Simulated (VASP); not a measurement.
Write the native input for VASP 6.6.1 that does the following.

```
Task                   : single point
Functional             : r2SCAN
Potentials or basis    : VASP PAW PBE potentials, release 64 (Si)
Cutoff                 : 520 eV
k mesh                 : 24 × 24 × 10
Occupations            : gaussian, width 0.15 eV
Spin                   : no spin polarisation
Dipole correction      : no
Further INCAR settings : ALGO = Normal; EDIFF = 1e-07; NBANDS = 11
```

Crystal: Si.

```
Si
1.0
     2.53230    0.00000    0.00000
    -1.26615    2.19303    0.00000
     0.00000    0.00000    4.73158
Si
2
Direct
  0.33333 0.66667 0.25000
  0.66667 0.33333 0.75000
```

This cell differs from its parent crystal: strain -0.050 along x and y, +0.050 along z.

These files were run (other wordings do the same):

POSCAR

```
Si
1.0
    2.5322986339      0.0000000000      0.0000000000
   -1.2661493170      2.1930349470      0.0000000000
    0.0000000000      0.0000000000      4.7315827335
Si
2
Direct
    0.3333333333      0.6666666667      0.2500000000
    0.6666666667      0.3333333333      0.7500000000
```

INCAR.step1

```
PREC = Accurate
ENCUT = 520
ISMEAR = 0
SIGMA = 0.15
LREAL = False
LASPH = True
NELM = 100
NBANDS = 11
GGA = PE
ALGO = Normal
EDIFF = 1E-4
LWAVE = True
LCHARG = False
```

INCAR.step2

```
PREC = Accurate
ENCUT = 520
EDIFF = 1E-7
ISMEAR = 0
SIGMA = 0.15
LREAL = False
LASPH = True
NELM = 100
ALGO = Normal
ISIF = 2
LWAVE = False
LCHARG = False
METAGGA = R2SCAN
LMIXTAU = True
NBANDS = 11
ISTART = 1
```

KPOINTS

```
Automatic mesh
0
Gamma
  24 24 10
```

Potentials or basis: VASP PAW PBE potentials, release 64 (Si).

Launch:

```console
$ cat potpaw_PBE.64/Si/POTCAR > POTCAR
$ cp INCAR.step1 INCAR
$ mpirun -np 1 vasp_std > vasp.out
$ cp INCAR.step2 INCAR
$ mpirun -np 1 vasp_std > vasp.out
```

Results of the run:

```yaml
Pressure: 6.0 GPa
Band_gap_on_the_k_mesh: zero (bands 4 and 5 overlap by 12.56 eV)
```

Caveat: the cell differs from its parent crystal (strain -0.050 along x and y, +0.050 along z); the cell stands under pressure; the PAW data sets were made with another functional, which shifts forces and pressure a little.

Wall time 3.1 min on 1 thread of AMD EPYC 9R45 96-Core Processor (Zen 5) (shared host), peak memory 0.17 GiB.
